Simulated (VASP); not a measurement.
Wanted: the native input for a VASP 6.6.1 run.

```yaml
Task: single point
Functional: PBEsol
Potentials_or_basis: VASP PAW PBE potentials, release 64 (Mg)
Cutoff: 520 eV
k_mesh: 14 × 14 × 8
Occupations: fermi-dirac, width 0.05 eV
Spin: no spin polarisation
Dipole_correction: no
Further_INCAR_settings: ALGO = Normal; EDIFF = 1e-07; NBANDS = 9
```

The structure of Mg lies in POSCAR:

```
Mg
1.0
    3.1955519840      0.0000000000      0.0000000000
   -1.5977759920      2.7674291972      0.0000000000
    0.0000000000      0.0000000000      5.2159366488
Mg
2
Direct
    0.3333333333      0.6666666667      0.2500000000
    0.6666666667      0.3333333333      0.7500000000
```

The input as run:

INCAR

```
PREC     = Accurate       # precision mode
ENCUT    = 520            # plane-wave cutoff, eV
EDIFF    = 1E-7           # SCF threshold, eV
ISMEAR   = -1             # smearing method
SIGMA    = 0.05           # smearing width, eV
LREAL    = False          # projectors in reciprocal space
LASPH    = True           # aspherical terms in the spheres
NELM     = 80             # most SCF steps
ALGO     = Normal         # electronic algorithm
ISIF     = 2              # what is computed and relaxed
LWAVE    = False          # write WAVECAR
LCHARG   = False          # write CHGCAR
GGA      = PS             # functional
NBANDS   = 9              # bands
```

KPOINTS

```
Automatic mesh
0
Gamma
  14 14 8
```

Potentials or basis: VASP PAW PBE potentials, release 64 (Mg).

The run is started by

```sh
$ cat potpaw_PBE.64/Mg/POTCAR > POTCAR
$ mpirun -np 1 vasp_std > vasp.out
```

Results of the run:

```
Pressure               : -0.9 GPa
Band gap on the k mesh : zero (bands 2 and 3 overlap by 2.07 eV)
```

Caveat: the PAW data sets were made with another functional, which shifts forces and pressure a little.

Run time: 22 s on 1 thread of Intel(R) Xeon(R) Platinum 8259CL CPU @ 2.50GHz (Skylake/Cascade Lake), with other jobs on the host, peak memory 0.18 GiB.
